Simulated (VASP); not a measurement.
## CoSi2: single point with PBEsol

Crystal: CoSi2.

```
Co Si
1.0
     0.00000    2.58353    2.58353
     2.58353    0.00000    2.58353
     2.58353    2.58353    0.00000
Co Si
1 2
Direct
  0.00000 0.00000 0.00000
  0.25000 0.25000 0.25000
  0.75000 0.75000 0.75000
```

```json
{
  "Program": "VASP 6.6.1",
  "Task": "single point",
  "Functional": "PBEsol",
  "Potentials or basis": "VASP PAW PBE potentials, release 64 (Co, Si)",
  "Cutoff": "520 eV",
  "k mesh": "14 × 14 × 14",
  "Occupations": "gaussian, width 0.15 eV",
  "Spin": "collinear spin, ferromagnetic start",
  "Starting moments": "[2.2, 0.0, 0.0] μB",
  "Fixed moment": "2.2 μB"
}
```

```yaml
Pressure: 37.9 GPa
Net_moment: 2.20 μB per cell
Site_moments: Co +1.32; Si +0.19 μB
Valence_electrons_inside_the_program's_atomic_spheres: Co 9.10; Si 1.70
```

Run time: 4.2 min on 1 thread of Intel Xeon 8259CL, with other jobs on the host, peak memory 0.25 GiB.

Caveat: the cell stands under pressure; the PAW data sets were made with another functional, which shifts forces and pressure a little; the total moment is fixed, so each spin has its own Fermi level and the state may be an excited one.
